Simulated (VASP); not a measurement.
Crystal: Ti.

```
Ti
1.0
     0.00000    2.03674    2.03674
     2.03674    0.00000    2.03674
     2.03674    2.03674    0.00000
Ti
1
Direct
  0.00000 0.00000 0.00000
```

This isn't the form of Ti at room conditions, which is hcp.

Base run:

- Program: VASP 6.6.1
- Functional: LDA
- Potentials or basis: VASP PAW LDA potentials, release 64 (Ti_sv)
- Cutoff: 400 eV
- k mesh: 15 × 15 × 15
- Occupations: fermi-dirac, width 0.05 eV
- Spin: no spin polarisation

Its results: band gap on the k mesh zero (bands 6 and 7 overlap by 1.15 eV); pressure -6.7 GPa.

The run is repeated on the same cell with these changes: cutoff from 400 eV to 500 eV; further incar settings from ALGO = Normal; EDIFF = 1e-08; NBANDS = 12 to ALGO = Normal; EDIFF = 1e-06; NBANDS = 12. What comes out?

Band gap on the k mesh zero (bands 6 and 7 overlap by 1.15 eV); pressure -6.0 GPa.

Caveats: the cell stands under tension.
